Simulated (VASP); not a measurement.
# KBr in VASP: notebook, part 2 of 2

VASP 6.6.1. Earlier steps stand in the parts before.

### 3 Single point, PBEsol

This run uses another cell than the first one, of 49.41 Å³/atom, 1.198 times its volume.

Contents of INCAR:

```
SYSTEM = KBr
ALGO = Normal ; EDIFF = 1E-7
ENCUT = 520 ; GGA = PS
ISIF = 2 ; ISMEAR = -1
LASPH = .TRUE. ; LCHARG = .TRUE.
LELF = .TRUE. ; LREAL = .FALSE.
LVHAR = .TRUE. ; LWAVE = .FALSE.
NBANDS = 15 ; NELM = 80
PREC = Accurate ; SIGMA = 0.1
```

Contents of KPOINTS:

```
k-points
0
G
  4 4 4
  0 0 0
```

Contents of POSCAR:

```
KBr
1.0
    4.0435000000      0.0000000000      0.0000000000
    0.0000000000      4.0435000000      0.0000000000
    0.0000000000      0.0000000000      6.0435000000
K Br
1 1
Direct
    0.0000000000      0.0000000000      0.0000000000
    0.5000000000      0.5000000000      0.3345329693
```

Potentials or basis: VASP PAW PBE potentials, release 64 (K_sv, Br).

Started as:

```console
$ cat potpaw_PBE.64/K_sv/POTCAR potpaw_PBE.64/Br/POTCAR > POTCAR
$ mpirun -np 1 vasp_std > vasp.out
```

OUTCAR:

```text
SYSTEM = KBr
   EDIFF = 1E-7
   ENCUT = 520
   GGA = PS
   ISIF = 2
   ISMEAR = -1
   LASPH = .TRUE.
   LREAL = .FALSE.
   NELM = 80
   PREC = Accurate

 ion  position               nearest neighbor table
   1  0.000  0.000  0.000-
   2  0.500  0.500  0.335-

  LATTYP: Found a simple tetragonal cell.
 ALAT       =     4.0435000000
 C/A-ratio  =     1.4946209967

  Lattice vectors:

 A1 = (   4.0435000000,   0.0000000000,   0.0000000000)
 A2 = (   0.0000000000,   4.0435000000,   0.0000000000)
 A3 = (   0.0000000000,   0.0000000000,   6.0435000000)

Analysis of symmetry for initial positions (statically):
=====================================================================
 Subroutine PRICEL returns:
 Original cell was already a primitive cell.

 Routine SETGRP: Setting up the symmetry group for a
 simple tetragonal supercell.

 Subroutine GETGRP returns: Found  8 space group operations
 (whereof  8 operations were pure point group operations)
 out of a pool of 16 trial point group operations.

The static configuration has the point symmetry C_4v.

Analysis of symmetry for dynamics (positions and initial velocities):
=====================================================================
 Subroutine PRICEL returns:
 Original cell was already a primitive cell.

 Routine SETGRP: Setting up the symmetry group for a
 simple tetragonal supercell.

 Subroutine GETGRP returns: Found  8 space group operations
 (whereof  8 operations were pure point group operations)
 out of a pool of 16 trial point group operations.

The dynamic configuration has the point symmetry C_4v.

 Subroutine INISYM returns: Found  8 space group operations
 (whereof  8 operations are pure point group operations),
 and found     1 'primitive' translations

----------------------------------------------------------------------------------------

                                     Primitive cell

  volume of cell :      98.8106

  direct lattice vectors                    reciprocal lattice vectors
     4.043500000  0.000000000  0.000000000     0.247310498  0.000000000  0.000000000
     0.000000000  4.043500000  0.000000000     0.000000000  0.247310498  0.000000000
     0.000000000  0.000000000  6.043500000     0.000000000  0.000000000  0.165467031

  length of vectors
     4.043500000  4.043500000  6.043500000     0.247310498  0.247310498  0.165467031

  position of ions in fractional coordinates (direct lattice)
     0.000000000  0.000000000  0.000000000
     0.500000000  0.500000000  0.334532969

  ion indices of the primitive-cell ions
   primitive index   ion index
                 1           1
                 2           2

----------------------------------------------------------------------------------------

 KPOINTS: k-points

Automatic generation of k-mesh.
 Grid dimensions read from file:
 generate k-points for:    4    4    4

 Generating k-lattice:

  Cartesian coordinates                     Fractional coordinates (reciprocal lattice)
     0.061827625  0.000000000  0.000000000     0.250000000  0.000000000  0.000000000
     0.000000000  0.061827625  0.000000000     0.000000000  0.250000000  0.000000000
     0.000000000  0.000000000  0.041366758     0.000000000  0.000000000  0.250000000

  Length of vectors
     0.061827625  0.061827625  0.041366758

  Shift w.r.t. Gamma in fractional coordinates (k-lattice)
     0.000000000  0.000000000  0.000000000

 Subroutine IBZKPT returns following result:
 ===========================================

 Found     18 irreducible k-points:

 Following reciprocal coordinates:
            Coordinates               Weight
  0.000000  0.000000  0.000000      1.000000
  0.250000  0.000000  0.000000      4.000000
  0.500000  0.000000  0.000000      2.000000
  0.250000  0.250000  0.000000      4.000000
  0.500000  0.250000  0.000000      4.000000
  0.500000  0.500000  0.000000      1.000000
[... 10 lines left out ...]
  0.500000  0.250000  0.500000      4.000000
  0.500000  0.500000  0.500000      1.000000
   k-points           NKPTS =     18   k-points in BZ     NKDIM =     18   number of bands    NBANDS=     15
   number of dos      NEDOS =    301   number of ions     NIONS =      2
   total plane-waves  NPLWV =  43200
   dimension x,y,z NGX =    30 NGY =   30 NGZ =   48
   dimension x,y,z NGXF=    60 NGYF=   60 NGZF=   96
   ions per type =               1   1
   NGX,Y,Z   is equivalent  to a cutoff of  12.33, 12.33, 13.20 a.u.
   NGXF,Y,Z  is equivalent  to a cutoff of  24.67, 24.67, 26.41 a.u.
 SYSTEM =  KBr
   PREC   = accura    normal or accurate (medium, high low for compatibility)
   ISTART =      0    job   : 0-new  1-cont  2-samecut
   ICHARG =      2    charge: 1-file 2-atom 10-const
   ISPIN  =      1    spin polarized calculation?
   LNONCOLLINEAR =      F non collinear calculations
   LSORBIT =      F    spin-orbit coupling
   LASPH  =      T    aspherical Exc in radial PAW
   ENCUT  =  520.0 eV  38.22 Ry    6.18 a.u.   7.52  7.52 11.24*2*pi/ulx,y,z
   NELM   =     80;   NELMIN=  2; NELMDL= -5     # of ELM steps
   EDIFF  = 0.1E-06   stopping-criterion for ELM
   LREAL  =      F    real-space projection
   EDIFFG = 0.1E-05   stopping-criterion for IOM
   NSW    =      0    number of steps for IOM
   IBRION =     -1    ionic relax: 0-MD 1-quasi-New 2-CG
   NFREE  =      0    steps in history (QN), initial steepest desc. (CG)
   ISIF   =      2    stress and relaxation
   ISYM   =      2    0-nonsym 1-usesym 2-fastsym
   POTIM  = 0.5000    time-step for ionic-motion
   TEBEG  =    0.0;   TEEND  =   0.0 temperature during run
   PSTRESS=    0.0 pullay stress
   NELECT =      16.0000    total number of electrons
   NUPDOWN=      -1.0000    fix difference up-down
   EMIN   =  10.00;   EMAX   =-10.00  energy-range for DOS
   EFERMI =   0.00;   METHOD = LEGACY
   ISMEAR =    -1;   SIGMA  =   0.10  broadening in eV -4-tet -1-fermi 0-gaus
   EFERMI_NEDOS =   21; number of points for ismear=-14 and -15
   IALGO  =     38    algorithm
   IMIX   =      4    mixing-type and parameters
     AMIX     =   0.40;   BMIX     =  1.00
     AMIX_MAG =   1.60;   BMIX_MAG =  1.00
  volume/ion in A,a.u.               =      49.41       333.40
  Fermi-wavevector in a.u.,A,eV,Ry     =   0.892306  1.686213 10.833088  0.796210
  Thomas-Fermi vector in A             =   2.014238
   LORBIT       =      0    0 simple, 1 ext, 2 COOP (PROOUT), +10 PAW based schemes
   GGA     = PS    functional components
   LHFCALC =     F    Hartree Fock is set to
   AEXX    =    0.0000 exact exchange contribution
   IVDW    =     0    specifies the selected vdW correction
   LEPSILON=     F    determine dielectric tensor
   LRPA    =     F    only Hartree local field effects (RPA)
 non-spin polarized calculation
  energy-cutoff  :      520.00
  volume of cell :       98.81
 maximum number of plane-waves:      2695
   NGX = 15   NGY = 15   NGZ = 23

 number of electron      15.9999998 magnetization

 Free energy of the ion-electron system (eV)
  ---------------------------------------------------
  ext. energy  EPLUGINS =         0.00000000
  ---------------------------------------------------
  free energy    TOTEN  =        -5.55905299 eV

  energy without entropy =       -5.55903888  energy(sigma->0) =       -5.55904593

 E-fermi :  -0.4608     XC(G=0):  -6.2202

 val. band max:       -1.5980822458   @ k =   0.5000   0.0000   0.5000
 cond. band min:       0.3909967439   @ k =   0.0000   0.0000   0.0000
 fundamental gap:      1.9890789897
 Fermi energy:        -0.4608094737

 k-point     1 :       0.0000    0.0000    0.0000
  band No.  band energies     occupation
      1     -31.6277      2.00000
      2     -15.1631      2.00000
      3     -15.1180      2.00000
      4     -15.1180      2.00000
      5     -14.2669      2.00000
      6      -2.9309      2.00000
      7      -1.7340      1.99999
      8      -1.7340      1.99999
      9       0.3910      0.00040
     10       3.7686      0.00000
     11       4.0345      0.00000
     12       5.7997      0.00000
     13       6.5496      0.00000
     14       6.5496      0.00000
[... 293 lines left out ...]
      2     -15.2468      2.00000
      3     -15.2468      2.00000
      4     -15.0777      2.00000
      5     -14.0956      2.00000
      6      -2.8848      2.00000
      7      -2.8848      2.00000
      8      -2.5915      2.00000
      9       4.0923      0.00000
     10       4.3515      0.00000
     11       4.3515      0.00000
     12       4.9169      0.00000
     13       5.6699      0.00000
     14       6.0559      0.00000
     15       6.0559      0.00000

------------------------ aborting loop because EDIFF is reached ----------------------------------------

  FORCE on cell =-STRESS in cart. coord.  units (eV):
  Direction    XX          YY          ZZ          XY          YZ          ZX
  --------------------------------------------------------------------------------------
  -------------------------------------------------------------------------------------
  Total        0.1453508      0.1453508     -3.4139346      0.0000000      0.0000000      0.0000000
  in kB        2.3568100      2.3568100    -55.3557017      0.0000000      0.0000000      0.0000000
  external PRESSURE =     -16.8806939 kB  Pullay stress =       0.0000000 kB

 VOLUME and BASIS-vectors are now :
 -----------------------------------------------------------------------------
  energy-cutoff  :      520.00
  volume of cell :       98.81
      direct lattice vectors                 reciprocal lattice vectors
     4.043500000  0.000000000  0.000000000     0.247310498  0.000000000  0.000000000
     0.000000000  4.043500000  0.000000000     0.000000000  0.247310498  0.000000000
     0.000000000  0.000000000  6.043500000     0.000000000  0.000000000  0.165467031

 POSITION                                       TOTAL-FORCE (eV/Angst)
 -----------------------------------------------------------------------------------
      0.00000      0.00000      0.00000         0.000000     -0.000000      0.707777
      2.02175      2.02175      2.02175         0.000000      0.000000     -0.707777
 -----------------------------------------------------------------------------------
    total drift:                                0.000000      0.000000      0.000074

  FREE ENERGIE OF THE ION-ELECTRON SYSTEM (eV)
  ---------------------------------------------------
  free  energy   TOTEN  =        -5.5590529940 eV

  energy  without entropy=       -5.5590388759  energy(sigma->0) =       -5.55904593
```

OSZICAR:

```text
N       E                     dE             d eps       ncg     rms          rms(c)
DAV:   1     0.932946892715E+02    0.93295E+02   -0.64544E+03   540   0.897E+02
DAV:   2     0.100652137485E+01   -0.92288E+02   -0.84618E+02   666   0.212E+02
DAV:   3    -0.584400972237E+01   -0.68505E+01   -0.68128E+01   759   0.496E+01
DAV:   4    -0.614300915875E+01   -0.29900E+00   -0.29894E+00   892   0.898E+00
DAV:   5    -0.614410615554E+01   -0.10970E-02   -0.10970E-02   765   0.588E-01    0.253E+00
DAV:   6    -0.570193748118E+01    0.44217E+00   -0.35415E-01   666   0.298E+00    0.165E+00
DAV:   7    -0.555981812098E+01    0.14212E+00   -0.20973E-01   666   0.313E+00    0.998E-01
DAV:   8    -0.555443422622E+01    0.53839E-02   -0.51453E-02   755   0.155E+00    0.256E-01
DAV:   9    -0.555628915185E+01   -0.18549E-02   -0.34824E-03   681   0.376E-01    0.204E-01
DAV:  10    -0.555896456469E+01   -0.26754E-02   -0.34409E-03   568   0.350E-01    0.463E-02
DAV:  11    -0.555896494456E+01   -0.37988E-06   -0.30225E-04   822   0.112E-01    0.215E-02
DAV:  12    -0.555903686190E+01   -0.71917E-04   -0.58264E-05   561   0.496E-02    0.107E-02
DAV:  13    -0.555904941163E+01   -0.12550E-04   -0.78977E-06   666   0.169E-02    0.519E-03
DAV:  14    -0.555905272600E+01   -0.33144E-05   -0.36183E-06   561   0.997E-03    0.176E-03
DAV:  15    -0.555905293231E+01   -0.20632E-06   -0.14343E-07   711   0.214E-03    0.587E-04
DAV:  16    -0.555905299403E+01   -0.61722E-07   -0.41815E-08   425   0.129E-03
   1 F= -.55590530E+01 E0= -.55590459E+01  d E =-.141182E-04
```

stdout:

```text
POSCAR found type information on POSCAR K Br
 POSCAR found :  2 types and       2 ions
 scaLAPACK will be used
 -----------------------------------------------------------------------------
|                                                                             |
|                                                                             |
|     You enforced a specific xc type in the INCAR file but a different       |
|     I HOPE YOU KNOW WHAT YOU ARE DOING!                                     |
|                                                                             |
 -----------------------------------------------------------------------------

 LDA part: xc-table for (Slater+PW92), standard interpolation
 POSCAR, INCAR and KPOINTS ok, starting setup
 FFT: planning ... GRIDC
 FFT: planning ... GRID_SOFT
 FFT: planning ... GRID
 WAVECAR not read
 entering main loop
```

Wall time 29 s (1 thread of Intel Xeon Platinum 8259CL at 2.50GHz (Skylake/Cascade Lake), shared host); peak memory 0.2 GiB.

What came out:

```
Free energy            : -5.5591 eV
Largest force          : 0.708 eV/Å
Band gap on the k mesh : 1.99 eV, indirect (least direct gap 2.12 eV)
```

Forces on the atoms (eV/Å):
```
K    0.000  0.000  0.708
Br   0.000  0.000 -0.708
```

Caveat: the PAW data sets were made with another functional, which shifts forces and pressure a little.

### 4 Single point, PBEsol

This run uses another cell than the first one, of 57.58 Å³/atom, 1.397 times its volume.

Contents of INCAR:

```
SYSTEM = KBr
  PREC = Accurate
  ENCUT = 520
  EDIFF = 1E-7
  ISMEAR = -1
  SIGMA = 0.1
  LREAL = .FALSE.
  LASPH = .TRUE.
  NELM = 60
  ALGO = Normal
  ISIF = 2
  LWAVE = .FALSE.
  LCHARG = .FALSE.
  GGA = PS
  NBANDS = 15
```

Contents of KPOINTS:

```
regular mesh
0
G
  4 4 4
  0 0 0
```

Contents of POSCAR:

```
KBr
1.0
    4.0435000000      0.0000000000      0.0000000000
    0.0000000000      4.0435000000      0.0000000000
    0.0000000000      0.0000000000      7.0435000000
K Br
1 1
Direct
    0.0000000000      0.0000000000      0.0000000000
    0.5000000000      0.5000000000      0.2870376943
```

Started as:

```console
$ cat potpaw_PBE.64/K_sv/POTCAR potpaw_PBE.64/Br/POTCAR > POTCAR
$ mpirun -np 1 vasp_std > vasp.out
```

Run time: 35 s. Hardware: 1 thread of Intel Xeon Platinum 8259CL at 2.50GHz (Skylake/Cascade Lake), shared host; peak memory 0.22 GiB.

The run converged. Its results:

```yaml
Free_energy: -5.3026 eV
Largest_force: 1.057 eV/Å
Band_gap_on_the_k_mesh: 1.62 eV, indirect (least direct gap 1.75 eV)
```

Forces on the atoms (eV/Å):
```
K    0.000  0.000  1.057
Br   0.000  0.000 -1.057
```

Levels at points of the mesh, in eV from the valence-band top:
```tsv
k point	band 6	band 7	band 8	band 9	band 10	band 11
(0.00, 0.00, 0.00)	-1.45	-0.13	-0.13	1.62	5.03	5.38
(0.50, 0.00, 0.00)	-1.59	-1.05	0.00	3.66	3.97	5.43
(0.50, 0.50, 0.00)	-1.27	-1.27	-0.93	4.53	5.49	5.53
(0.00, 0.00, 0.50)	-1.58	-0.13	-0.13	2.41	4.17	5.05
(0.50, 0.00, 0.50)	-1.57	-1.08	0.00	3.60	4.06	6.10
(0.50, 0.50, 0.50)	-1.27	-1.27	-0.96	4.93	5.48	5.48
```

Caveat: the PAW data sets were made with another functional, which shifts forces and pressure a little.

### 5 Single point, PBEsol

This run uses another cell than the first one, of 73.93 Å³/atom, 1.793 times its volume.

Contents of INCAR:

```
PREC = Accurate
ENCUT = 520
EDIFF = 1E-7
ISMEAR = -1
SIGMA = 0.1
LREAL = F
LASPH = T
NELM = 100
ALGO = Normal
ISIF = 2
LWAVE = F
LCHARG = T
GGA = PS
LELF = T
LVHAR = T
NBANDS = 15
```

Contents of KPOINTS:

```
Automatic mesh
0
Gamma
  4 4 4
```

Contents of POSCAR:

```
KBr
1.0
    4.0435000000      0.0000000000      0.0000000000
    0.0000000000      4.0435000000      0.0000000000
    0.0000000000      0.0000000000      9.0435000000
K Br
1 1
Direct
    0.0000000000      0.0000000000      0.0000000000
    0.5000000000      0.5000000000      0.2235583568
```

Started as:

```console
$ cat potpaw_PBE.64/K_sv/POTCAR potpaw_PBE.64/Br/POTCAR > POTCAR
$ mpirun -np 1 vasp_std > vasp.out
```

Run time: 64 s. Hardware: 1 thread of Intel Xeon Platinum 8259CL at 2.50GHz (Skylake/Cascade Lake), shared host; peak memory 0.25 GiB.

It converged, with:

- Free energy: -5.0465 eV
- Largest force: 1.376 eV/Å
- Band gap on the k mesh: 1.14 eV, indirect (least direct gap 1.27 eV)

Forces in eV/Å, atoms in the order of the input:
```
K    0.000  0.000  1.376
Br   0.000  0.000 -1.376
```

Levels at points of the mesh, in eV from the valence-band top:
```csv
k point,band 4,band 5,band 6,band 7,band 8,band 9,band 10,band 11,band 12,band 13
"(0.00, 0.00, 0.00)",-14.20,-12.70,-1.54,-0.13,-0.13,1.14,4.31,4.69,5.29,6.17
"(0.50, 0.00, 0.00)",-14.18,-12.58,-1.57,-1.05,0.00,3.01,3.15,4.99,6.19,6.71
"(0.50, 0.50, 0.00)",-14.21,-12.51,-1.26,-1.26,-0.95,4.16,4.78,4.78,5.23,6.99
"(0.00, 0.00, 0.50)",-14.20,-12.70,-1.56,-0.13,-0.13,1.32,3.59,4.69,5.59,7.00
"(0.50, 0.00, 0.50)",-14.18,-12.58,-1.57,-1.06,0.00,3.08,3.08,5.22,5.84,6.71
"(0.50, 0.50, 0.50)",-14.21,-12.51,-1.26,-1.26,-0.95,4.22,4.78,4.78,5.32,6.84
```

Caveat: the PAW data sets were made with another functional, which shifts forces and pressure a little.

### 6 The runs side by side

| cell | gap on the mesh (eV) | largest force (eV/Å) |
| --- | --- | --- |
| a = 4.043, b = 4.043, c = 5.043 Å, 2 atoms | 2.65 | 0.21 |
| a = 4.043, b = 4.043, c = 6.043 Å, 2 atoms | 1.99 | 0.71 |
| a = 4.043, b = 4.043, c = 7.043 Å, 2 atoms | 1.62 | 1.06 |
| a = 4.043, b = 4.043, c = 9.043 Å, 2 atoms | 1.14 | 1.38 |

Alike in all rows: task single point; level PBEsol; potentials or basis VASP PAW PBE potentials, release 64 (K_sv, Br); no spin polarisation; k mesh 4 × 4 × 4; cutoff (eV) 520; smearing fermi-dirac 0.1 eV.

Caveats: the PAW data sets were made with another functional, which shifts forces and pressure a little.

Absolute energies hang on the potentials; compare differences alone.
